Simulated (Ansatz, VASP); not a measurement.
**One calculation of AlCo, two programs**

```xyz
4
Lattice="2.8528 0.0000 0.0000 0.0000 4.0345 0.0000 0.0000 0.0000 18.0172" Properties=species:S:1:pos:R:3 pbc="T T T"
Co    2.1396    0.0000    8.1100
Co    2.1396    2.0172    9.9072
Al    0.7132    2.0172    7.8806
Al    0.7132    0.0000   10.1366
```

Alike in both runs: functional PBE; k mesh 13 × 9 × 1; occupations fermi-dirac, width 0.1 eV; no spin polarisation.

Ansatz relaxed the structure, and its values are those at the end. VASP's run is a single point on that final structure, the one shown.

```csv
,VASP,Ansatz
version,VASP 6.6.1,Ansatz 0.2.0
potentials or method,"VASP PAW PBE potentials, release 64 (Co, Al)","PAW with Ansatz's default frozen-core files, scalar-relativistic"
plane-wave cutoff (eV),520,420
valence electrons in the cell,24,40
```

```csv
,VASP,Ansatz,Ansatz less VASP
rms of the force components (eV/Å),0.005,0.000,-0.0046
```

The functional is the same, so the differences come from potentials, cutoffs and numerics. VASP's potentials hold 24 valence electrons a cell and Ansatz's 40, so a difference there can come from the potentials and not from the codes. Ansatz's warnings: stress scf threshold loose, xc potential rough in thin density.
